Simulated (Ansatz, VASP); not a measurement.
## One calculation of YS, two programs

```xyz
2
Lattice="0.0000 2.7437 2.6888 2.7437 0.0000 2.6888 2.7437 2.7437 0.0000" Properties=species:S:1:pos:R:3 pbc="T T T"
Y     2.7437    2.7437    2.6888
S     0.0000    0.0000    0.0000
```

Change from the starting cell: zz strain of -2 %.

Alike in both runs: task single point; functional LDA; k mesh 8 × 8 × 8; occupations fermi-dirac, width 0.01 eV; no spin polarisation.

```csv
,VASP,Ansatz
version,VASP 6.6.1,Ansatz 0.2.0
potentials or method,"VASP PAW LDA potentials, release 64 (Y_sv, S), cutoff 520 eV","all-electron LAPW, scalar-relativistic"
```

```tsv
	VASP	Ansatz	Ansatz less VASP
pressure (GPa)	-1.7	-1.7	-0.04
traceless stress, the component that is largest in VASP (GPa)	3.43	3.41	-0.017
```

LDA's correlation is that of Perdew and Zunger in VASP and of Perdew and Wang (1992) in Ansatz. Ansatz ran all-electron here, and VASP with PAW potentials.
